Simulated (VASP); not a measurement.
Write the native input for VASP 6.6.1 that does the following.

* Task: single point
* Functional: PBEsol
* Potentials or basis: VASP PAW PBE potentials, release 64 (Ca_sv)
* Cutoff: 520 eV
* k mesh: 16 × 16 × 16
* Occupations: gaussian, width 0.15 eV
* Spin: no spin polarisation
* Dipole correction: no
* Further INCAR settings: ALGO = Fast; EDIFF = 1e-07; NBANDS = 11

The structure of Ca lies in POSCAR:

```
Ca
1.0
   -2.1504000000      2.1504000000      2.0608000000
    2.1504000000     -2.1504000000      2.0608000000
    2.1504000000      2.1504000000     -2.0608000000
Ca
1
Direct
    0.0000000000      0.0000000000      0.0000000000
```

This cell differs from its parent crystal: strain -0.040 along x and y, -0.080 along z.

The input as run:

INCAR

```
PREC = Accurate ; ENCUT = 520
EDIFF = 1E-7 ; ISMEAR = 0
SIGMA = 0.15 ; LREAL = F
LASPH = T ; NELM = 80
ALGO = Fast ; ISIF = 2
LWAVE = F ; LCHARG = F
GGA = PS ; NBANDS = 11
```

KPOINTS

```
regular mesh
0
Gamma
  16 16 16
```

Potentials or basis: VASP PAW PBE potentials, release 64 (Ca_sv).

The run is started by

```bash
$ cat potpaw_PBE.64/Ca_sv/POTCAR > POTCAR
$ mpirun -np 1 vasp_std > vasp.out
```

Results of the run:

The pressure is 1.1 GPa. The band gap on the k mesh is zero (band 5 reaches 2.69 eV, above the bottom of band 6 at 2.26 eV).

Caveat: the cell differs from its parent crystal (strain -0.040 along x and y, -0.080 along z); the PAW data sets were made with another functional, which shifts forces and pressure a little.

Wall time 2.1 min on 1 thread of Intel(R) Xeon(R) Platinum 8259CL CPU @ 2.50GHz (Skylake/Cascade Lake), on a shared host, peak memory 0.27 GiB.
